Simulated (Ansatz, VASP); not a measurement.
**ZnSe: VASP beside Ansatz**

```xyz
2
Lattice="0.0000 2.8324 2.8324 2.8324 0.0000 2.8324 2.8324 2.8324 0.0000" Properties=species:S:1:pos:R:3 pbc="T T T"
Zn    0.0000    0.0000    0.0000
Se    1.4162    1.4162    1.4162
```

Alike in both runs: task single point; functional r2SCAN; k mesh 8 × 8 × 8; occupations gaussian, width 0.01 eV; no spin polarisation.

|  | VASP | Ansatz |
| --- | --- | --- |
| version | VASP 6.6.1 | Ansatz 0.2.0 |
| potentials or method | VASP PAW PBE potentials, release 64 (Zn, Se), cutoff 520 eV | scalar-relativistic, plane waves, PAW |
| valence electrons in the cell | 18 | 28 |

VASP gave:

```
gap on the k mesh at the Fermi level (eV) : 1.87
least direct gap on the mesh (eV)         : 1.87
pressure (GPa)                            : 0.1
```

What did Ansatz give for the same quantities?

gap on the k mesh at the Fermi level (eV): 1.87; least direct gap on the mesh (eV): 1.87; pressure (GPa): 0.0.

VASP's potentials were made for PBE, not for r2SCAN. VASP's potentials hold 18 valence electrons a cell and Ansatz's 28, so a difference there can come from the potentials and not from the codes.
